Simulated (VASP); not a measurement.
A run of VASP 6.6.1:

File POSCAR:

```
MgO
1.0
    3.3296935025      0.0000000000      0.0000000000
   -1.6648467462      2.8835991563      0.0000000000
    0.0000000000      0.0000000000      5.0158818481
Mg O
2 2
Direct
    0.3333333333      0.6666666667      0.0021597400
    0.6666666667      0.3333333333      0.5021597400
    0.3333333333      0.6666666667      0.4024402600
    0.6666666667      0.3333333333      0.9024402600
```

Contents of INCAR.step1:

```
PREC = Accurate
ENCUT = 520
ISMEAR = 0
SIGMA = 0.01
LREAL = False
LASPH = True
NELM = 100
NBANDS = 16
GGA = PE
ALGO = Normal
EDIFF = 1E-4
LWAVE = True
LCHARG = False
```

The input INCAR.step2:

```
PREC = Accurate
ENCUT = 520
EDIFF = 1E-7
ISMEAR = 0
SIGMA = 0.01
LREAL = False
LASPH = True
NELM = 100
ALGO = Normal
ISIF = 2
LWAVE = False
LCHARG = False
METAGGA = R2SCAN
LMIXTAU = True
NBANDS = 16
ISTART = 1
```

The input KPOINTS:

```
regular mesh
0
Gamma
  6 6 4
```

Potentials or basis: VASP PAW PBE potentials, release 64 (Mg, O).

Command:

```console
$ cat potpaw_PBE.64/Mg/POTCAR potpaw_PBE.64/O/POTCAR > POTCAR
$ cp INCAR.step1 INCAR
$ mpirun -np 1 vasp_std > vasp.out
$ cp INCAR.step2 INCAR
$ mpirun -np 1 vasp_std > vasp.out
```

Hardware: 1 thread of Intel(R) Xeon(R) 6975P-C (Granite Rapids) (shared host).

Problem. Estimate the wall time of this run.

Solution. Wall time 40 s on 1 thread of Intel(R) Xeon(R) 6975P-C (Granite Rapids), with other jobs on the host, peak memory 0.18 GiB. Counts: k points 21.
